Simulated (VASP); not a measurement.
HfH2, 3 atoms in the cell. Symmetry: I4/mmm, No. 139, tetragonal system. Conventional cell: a = 3.429 Å, b = 3.429 Å, c = 4.195 Å, α = 90.00°, β = 90.00°, γ = 90.00°. Within 2.7 Å of Hf (site symmetry 4/mmm) lie 8 H at 2.01 Å. Within 2.7 Å of H (site symmetry -4m2) lie 4 Hf at 2.01 Å and 6 H at 2.10 to 2.42 Å.  This cell differs from its parent crystal: volume scaled by 0.97.

| Quantity | Value |
| --- | --- |
| Program | VASP 6.6.1 |
| Task | relaxation of shape and atoms at fixed volume |
| Functional | PBEsol |
| Potentials or basis | VASP PAW PBE potentials, release 64 (Hf_pv, H) |
| Cutoff | 600 eV |
| k mesh | 16 × 16 × 16 |
| Occupations | gaussian, width 0.1 eV |
| Spin | no spin polarisation |
| Dipole correction | no |
| Further INCAR settings | ALGO = Normal; EDIFF = 1e-06; IBRION = 2; EDIFFG = -0.01; NSW = 50; ISIF = 4 |

Potentials or basis: VASP PAW PBE potentials, release 64 (Hf_pv, H).

Run with:

```bash
$ cat potpaw_PBE.64/Hf_pv/POTCAR potpaw_PBE.64/H/POTCAR > POTCAR
$ mpirun -np 1 vasp_std > vasp.out
```

Hardware: 1 thread of Intel(R) Xeon(R) 6975P-C (Granite Rapids), on a shared host.

Q: How long does it take, and how much memory?

A: Run time: 90 s on 1 thread of Intel(R) Xeon(R) 6975P-C (Granite Rapids), with other jobs on the host, peak memory 0.26 GiB. Counts: scf iterations 21, k points 349, ion steps 3.
